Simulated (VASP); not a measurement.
# Si4C5 in VASP: notebook

Si4C5 is run at these levels: PBE; tasks: single point.

Everything below comes from runs of VASP 6.6.1. Logs are shortened: lines on timing, memory, paths and dates and some standing lists are left out, and cuts for length are marked.

## 1. The cell of the first run

The cell holds a slab with vacuum, 9 atoms: a = 3.092 Å, b = 3.092 Å, c = 25.234 Å, α = 90.00°, β = 90.00°, γ = 120.00°.

## 2. Single point, PBE, collinear spin

File INCAR:

```
SYSTEM = Si4C5
PREC = Accurate ; ENCUT = 520
EDIFF = 1E-6 ; ISMEAR = 0
SIGMA = 0.05 ; LREAL = .FALSE.
LASPH = .TRUE. ; NELM = 150
ALGO = Normal ; ISIF = 2
LWAVE = .FALSE. ; LCHARG = .TRUE.
ISPIN = 2 ; MAGMOM = 0 0 0 0 2 0 0 0 0
LORBIT = 11 ; LDIPOL = .TRUE.
IDIPOL = 3 ; DIPOL = 0.5 0.5 0.347
GGA = PE ; LELF = .TRUE.
LVHAR = .TRUE. ; LVACPOTAV = .TRUE.
NBANDS = 32
```

File KPOINTS:

```
Automatic mesh
0
G
  9 9 1
  0 0 0
```

File POSCAR:

```
Si4C5
1.0
    3.0920147208      0.0000000000      0.0000000000
   -1.5460073604      2.6777632971      0.0000000000
    0.0000000000      0.0000000000     25.2337106667
C Si
5 4
Direct
    0.3333333333      0.6666666667      0.1585181051
    0.6666666667      0.3333333333      0.2590546646
    0.3333333333      0.6666666667      0.3607902149
    0.6666666667      0.3333333333      0.4623551549
    0.3333333333      0.6666666667      0.5462419241
    0.6666666667      0.3333333333      0.1834768895
    0.3333333333      0.6666666667      0.2840134490
    0.6666666667      0.3333333333      0.3842867907
    0.3333333333      0.6666666667      0.4848161584
```

Potentials or basis: VASP PAW PBE potentials, release 64 (C, Si).

Command:

```bash
cat potpaw_PBE.64/C/POTCAR potpaw_PBE.64/Si/POTCAR > POTCAR
mpirun -np 1 vasp_std > vasp.out
```

OUTCAR:

```text
SYSTEM = Si4C5
   PREC = Accurate
   ENCUT = 520
   EDIFF = 1E-6
   ISMEAR = 0
   LREAL = .FALSE.
   LASPH = .TRUE.
   NELM = 150
   ISIF = 2
   ISPIN = 2
   LORBIT = 11
   GGA = PE

 ion  position               nearest neighbor table
   1  0.333  0.667  0.159-   6 1.89   6 1.89   6 1.89
   2  0.667  0.333  0.259-   7 1.89   7 1.89   7 1.89   6 1.91
   3  0.333  0.667  0.361-   8 1.88   8 1.88   8 1.88   7 1.94
   4  0.667  0.333  0.462-   9 1.87   9 1.87   9 1.87   8 1.97
   5  0.333  0.667  0.546-   9 1.55
   6  0.667  0.333  0.183-   1 1.89   1 1.89   1 1.89   2 1.91   7 3.10   7 3.10   7 3.10
   7  0.333  0.667  0.284-   2 1.89   2 1.89   2 1.89   3 1.94   8 3.10   8 3.10   8 3.10   6 3.10
                             6 3.10   6 3.10
   8  0.667  0.333  0.384-   3 1.88   3 1.88   3 1.88   4 1.97   7 3.10   7 3.10   7 3.10   9 3.10
                             9 3.10   9 3.10
   9  0.333  0.667  0.485-   5 1.55   4 1.87   4 1.87   4 1.87   8 3.10   8 3.10   8 3.10

  LATTYP: Found a hexagonal cell.
 ALAT       =     3.0920147208
 C/A-ratio  =     8.1609283736

  Lattice vectors:

 A1 = (   3.0920147208,   0.0000000000,   0.0000000000)
 A2 = (  -1.5460073604,   2.6777632971,   0.0000000000)
 A3 = (   0.0000000000,   0.0000000000,  25.2337106667)

Analysis of symmetry for initial positions (statically):
=====================================================================
 Subroutine PRICEL returns:
 Original cell was already a primitive cell.

 Routine SETGRP: Setting up the symmetry group for a
 hexagonal supercell.

 Subroutine GETGRP returns: Found  6 space group operations
 (whereof  6 operations were pure point group operations)
 out of a pool of 24 trial point group operations.

The static configuration has the point symmetry C_3v.

Analysis of symmetry for dynamics (positions and initial velocities):
=====================================================================
 Subroutine PRICEL returns:
 Original cell was already a primitive cell.

 Routine SETGRP: Setting up the symmetry group for a
 hexagonal supercell.

 Subroutine GETGRP returns: Found  6 space group operations
 (whereof  6 operations were pure point group operations)
 out of a pool of 24 trial point group operations.

The dynamic configuration has the point symmetry C_3v.

Analysis of structural, dynamic, and magnetic symmetry:
=====================================================================
 Subroutine PRICEL returns:
 Original cell was already a primitive cell.

 Routine SETGRP: Setting up the symmetry group for a
 hexagonal supercell.

 Subroutine GETGRP returns: Found  6 space group operations
 (whereof  6 operations were pure point group operations)
 out of a pool of 24 trial point group operations.

The overall configuration has the point symmetry C_3v.

 Subroutine INISYM returns: Found  6 space group operations
 (whereof  6 operations are pure point group operations),
 and found     1 'primitive' translations

----------------------------------------------------------------------------------------

                                     Primitive cell

  volume of cell :     208.9271

  direct lattice vectors                    reciprocal lattice vectors
     3.092014721  0.000000000  0.000000000     0.323413725  0.186723001  0.000000000
    -1.546007360  2.677763297  0.000000000     0.000000000  0.373446003  0.000000000
     0.000000000  0.000000000 25.233710667     0.000000000  0.000000000  0.039629526

  length of vectors
     3.092014721  3.092014721 25.233710667     0.373446003  0.373446003  0.039629526

  position of ions in fractional coordinates (direct lattice)
     0.333333333  0.666666667  0.158518105
     0.666666667  0.333333333  0.259054665
     0.333333333  0.666666667  0.360790215
     0.666666667  0.333333333  0.462355155
     0.333333333  0.666666667  0.546241924
     0.666666667  0.333333333  0.183476889
     0.333333333  0.666666667  0.284013449
     0.666666667  0.333333333  0.384286791
     0.333333333  0.666666667  0.484816158

  ion indices of the primitive-cell ions
   primitive index   ion index
                 1           1
                 2           2
                 3           3
                 4           4
[... 58 lines left out ...]
   ISPIN  =      2    spin polarized calculation?
   LNONCOLLINEAR =      F non collinear calculations
   LSORBIT =      F    spin-orbit coupling
   LASPH  =      T    aspherical Exc in radial PAW
   ENCUT  =  520.0 eV  38.22 Ry    6.18 a.u.   5.75  5.75 46.92*2*pi/ulx,y,z
   NELM   =    150;   NELMIN=  2; NELMDL= -5     # of ELM steps
   EDIFF  = 0.1E-05   stopping-criterion for ELM
   LREAL  =      F    real-space projection
   EDIFFG = 0.1E-04   stopping-criterion for IOM
   NSW    =      0    number of steps for IOM
   IBRION =     -1    ionic relax: 0-MD 1-quasi-New 2-CG
   NFREE  =      0    steps in history (QN), initial steepest desc. (CG)
   ISIF   =      2    stress and relaxation
   ISYM   =      2    0-nonsym 1-usesym 2-fastsym
   POTIM  = 0.5000    time-step for ionic-motion
   TEBEG  =    0.0;   TEEND  =   0.0 temperature during run
   PSTRESS=    0.0 pullay stress
   NELECT =      36.0000    total number of electrons
   NUPDOWN=      -1.0000    fix difference up-down
   EMIN   =  10.00;   EMAX   =-10.00  energy-range for DOS
   EFERMI =   0.00;   METHOD = LEGACY
   ISMEAR =     0;   SIGMA  =   0.05  broadening in eV -4-tet -1-fermi 0-gaus
   EFERMI_NEDOS =   21; number of points for ismear=-14 and -15
   IALGO  =     38    algorithm
   IMIX   =      4    mixing-type and parameters
     AMIX     =   0.40;   BMIX     =  1.00
     AMIX_MAG =   1.60;   BMIX_MAG =  1.00
  volume/ion in A,a.u.               =      23.21       156.66
  Fermi-wavevector in a.u.,A,eV,Ry     =   0.910984  1.721510 11.291362  0.829892
  Thomas-Fermi vector in A             =   2.035210
   LORBIT       =     11    0 simple, 1 ext, 2 COOP (PROOUT), +10 PAW based schemes
   GGA     = PE    functional components
   LHFCALC =     F    Hartree Fock is set to
   AEXX    =    0.0000 exact exchange contribution
   IVDW    =     0    specifies the selected vdW correction
   LEPSILON=     F    determine dielectric tensor
   LRPA    =     F    only Hartree local field effects (RPA)
 spin polarized calculation
 Gauss-broadening in eV      SIGMA  =   0.05
  energy-cutoff  :      520.00
  volume of cell :      208.93
 maximum number of plane-waves:      5652
 NGX is ok and might be reduce to    24
   NGX = 11   NGY = 11   NGZ = 93

 dipolmoment           0.000000      0.000000     -0.927877 electrons x Angstroem

 number of electron      36.0000001 magnetization       0.9246917

 dipolmoment           0.000000      0.000000      0.044943 electrons x Angstroem

 Free energy of the ion-electron system (eV)
  ---------------------------------------------------
  ext. energy  EPLUGINS =         0.00000000
  ---------------------------------------------------
  free energy    TOTEN  =       -59.46432171 eV

  energy without entropy =      -59.45050608  energy(sigma->0) =      -59.45741390

 E-fermi :  -0.3837     XC(G=0):  -5.6823

 val. band max:       -0.4034622517   @ k =   0.3333   0.1111   0.0000
 cond. band min:      -0.3786665559   @ k =   0.4444   0.1111   0.0000
 fundamental gap:      0.0247956959
 Fermi energy:        -0.3836949098

 spin component 1

 k-point     1 :       0.0000    0.0000    0.0000
  band No.  band energies     occupation
      1     -16.2370      1.00000
      2     -15.5135      1.00000
      3     -14.4926      1.00000
      4     -12.8951      1.00000
      5     -11.4830      1.00000
      6      -7.9677      1.00000
[... 385 lines left out ...]
     29       8.7800      0.00000
     30       9.2220      0.00000
 Fermi energy:        -0.3836949098

 spin component 2

 k-point     1 :       0.0000    0.0000    0.0000
  band No.  band energies     occupation
      1     -16.1931      1.00000
      2     -15.4350      1.00000
      3     -14.4189      1.00000
      4     -12.8689      1.00000
      5     -11.0267      1.00000
      6      -7.8770      1.00000
[... 385 lines left out ...]
     29       8.8056      0.00000
     30       9.2269      0.00000
 [bands above 30 left out]

------------------------ aborting loop because EDIFF is reached ----------------------------------------

  FORCE on cell =-STRESS in cart. coord.  units (eV):
  Direction    XX          YY          ZZ          XY          YZ          ZX
  --------------------------------------------------------------------------------------
  -------------------------------------------------------------------------------------
  Total       -1.4083923     -1.4083923     17.7211519      0.0000000      0.0000000     -0.0000000
  in kB      -10.8003881    -10.8003881    135.8963133      0.0000000      0.0000000     -0.0000000
  external PRESSURE =      38.0985123 kB  Pullay stress =       0.0000000 kB

 VOLUME and BASIS-vectors are now :
 -----------------------------------------------------------------------------
  energy-cutoff  :      520.00
  volume of cell :      208.93
      direct lattice vectors                 reciprocal lattice vectors
     3.092014721  0.000000000  0.000000000     0.323413725  0.186723001  0.000000000
    -1.546007360  2.677763297  0.000000000     0.000000000  0.373446003  0.000000000
     0.000000000  0.000000000 25.233710667     0.000000000  0.000000000  0.039629526

 POSITION                                       TOTAL-FORCE (eV/Angst)
 -----------------------------------------------------------------------------------
     -0.00000      1.78518      4.00000         0.000000      0.000000      2.335094
      1.54601      0.89259      6.53691        -0.000000     -0.000000      0.812284
     -0.00000      1.78518      9.10408        -0.000000      0.000000     -0.481197
      1.54601      0.89259     11.66694        -0.000000      0.000000     -1.945872
     -0.00000      1.78518     13.78371         0.000000     -0.000000     12.009143
      1.54601      0.89259      4.62980        -0.000000      0.000000     -2.711894
     -0.00000      1.78518      7.16671         0.000000      0.000000     -0.293699
      1.54601      0.89259      9.69698         0.000000     -0.000000      0.680211
     -0.00000      1.78518     12.23371         0.000000      0.000000    -10.404071
 -----------------------------------------------------------------------------------
    total drift:                                0.000000     -0.000000     -0.000069

  FREE ENERGIE OF THE ION-ELECTRON SYSTEM (eV)
  ---------------------------------------------------
  free  energy   TOTEN  =       -59.4643217145 eV

  energy  without entropy=      -59.4505060825  energy(sigma->0) =      -59.45741390

 vacuum level on the upper side and lower side of the slab         7.137         6.154

 total charge

# of ion       s       p       d       tot
------------------------------------------
    1        0.874   1.514   0.000   2.387
    2        0.846   1.680   0.000   2.526
    3        0.840   1.692   0.000   2.532
    4        0.856   1.666   0.000   2.522
    5        0.989   1.297   0.000   2.286
    6        0.707   0.953   0.000   1.660
    7        0.706   0.945   0.000   1.651
    8        0.711   0.949   0.000   1.659
    9        0.759   1.140   0.000   1.899
--------------------------------------------------
tot          7.288  11.835   0.000  19.123

 magnetization (x)

# of ion       s       p       d       tot
------------------------------------------
    1        0.000  -0.003   0.000  -0.003
    2       -0.000  -0.003   0.000  -0.003
    3        0.001   0.001   0.000   0.002
    4        0.009   0.020   0.000   0.029
    5        0.072   0.401   0.000   0.473
    6        0.000   0.001   0.000   0.001
    7        0.001   0.000   0.000   0.001
    8        0.004   0.012   0.000   0.016
    9        0.008   0.043   0.000   0.052
--------------------------------------------------
tot          0.095   0.473   0.000   0.568
```

Run time: 5.3 min. Hardware: 1 thread of Intel Xeon 6975P-C (Granite Rapids), shared host; peak memory 0.46 GiB.

Results:

```yaml
Free_energy: -59.4643 eV
Largest_force: 12.009 eV/Å
Net_moment: 0.92 μB per cell
Site_moments: C -0.00, +0.00, +0.03, +0.47 (each value once); Si +0.00, +0.02, +0.05 (each value once) μB
Valence_electrons_inside_the_program's_atomic_spheres: C 2.39, 2.53, 2.52, 2.29 (each value once); Si 1.66, 1.65, 1.90 (each value once)
```

Forces on the atoms (eV/Å):
```
C     0.000   0.000   2.335
C     0.000   0.000   0.812
C     0.000   0.000  -0.481
C     0.000   0.000  -1.946
C     0.000   0.000  12.009
Si    0.000   0.000  -2.712
Si    0.000   0.000  -0.294
Si    0.000   0.000   0.680
Si    0.000   0.000 -10.404
```

Levels at points of the mesh, in eV from the Fermi level:
Spin up:
| k point | band 15 | band 16 | band 17 | band 18 | band 19 | band 20 | band 21 | band 22 |
| --- | --- | --- | --- | --- | --- | --- | --- | --- |
| (0.00, 0.00, 0.00) | -0.99 | -0.21 | 0.16 | 0.16 | 1.07 | 1.07 | 4.32 | 5.20 |
Spin down:
```csv
k point,band 14,band 15,band 16,band 17,band 18,band 19,band 20,band 21
"(0.00, 0.00, 0.00)",-0.97,-0.59,-0.05,0.16,0.16,1.86,1.86,4.34
```

## 3. Single point, PBE, collinear spin

File INCAR:

```
SYSTEM = Si4C5
  PREC = Accurate
  ENCUT = 520
  EDIFF = 1E-6
  ISMEAR = 0
  SIGMA = 0.05
  LREAL = .False.
  LASPH = .True.
  NELM = 150
  ALGO = Normal
  ISIF = 2
  LWAVE = .False.
  LCHARG = .False.
  ISPIN = 2
  MAGMOM = 0 0 0 0 2 0 0 0 0
  LORBIT = 11
  LDIPOL = .True.
  IDIPOL = 3
  DIPOL = 0.5 0.5 0.351
  GGA = PE
  NBANDS = 32
```

File KPOINTS:

```
Automatic mesh
0
Gamma
  9 9 1
  0 0 0
```

Changes to POSCAR since step 2:

```diff
@@ -12,3 +12,3 @@
     0.6666666667      0.3333333333      0.4623551549
-    0.3333333333      0.6666666667      0.5462419241
+    0.3333333333      0.6666666667      0.5811159072
     0.6666666667      0.3333333333      0.1834768895
```

Potentials or basis: VASP PAW PBE potentials, release 64 (C, Si).

Command:

```bash
cat potpaw_PBE.64/C/POTCAR potpaw_PBE.64/Si/POTCAR > POTCAR
mpirun -np 1 vasp_std > vasp.out
```

It took 5 min on 1 thread of Intel Xeon 6975P-C (Granite Rapids), shared host; peak memory 0.45 GiB.

Results (log left out):

* Free energy: -60.6257 eV
* Largest force: 2.746 eV/Å
* Net moment: -0.73 μB per cell
* Site moments: C -0.38, -0.07, -0.01, -0.00, +0.10; Si +0.01, -0.01, +0.00 (each value once) μB
* Valence electrons inside the program's atomic spheres: C 2.40, 2.53, 2.52, 1.95 (each value once); Si 1.67, 1.65, 1.66, 1.63

Forces in eV/Å, atoms in the order of the input:
```
C    0.000  0.000  2.449
C    0.000  0.000  0.556
C    0.000  0.000 -0.782
C    0.000  0.000 -1.052
C    0.000  0.000 -2.207
Si   0.000  0.000 -2.717
Si   0.000  0.000 -0.013
Si   0.000  0.000  1.020
Si   0.000  0.000  2.746
```

Levels at points of the mesh, in eV from the Fermi level:
Spin up:
```csv
k point,band 16,band 17,band 18,band 19,band 20,band 21
"(0.00, 0.00, 0.00)",-0.04,-0.04,0.02,2.73,2.73,4.17
```
Spin down:
```csv
k point,band 14,band 15,band 16,band 17,band 18,band 19,band 20,band 21,band 22,band 23
"(0.00, 0.00, 0.00)",-1.05,-1.05,-0.43,-0.43,-0.24,3.05,3.05,4.12,4.67,4.99
```
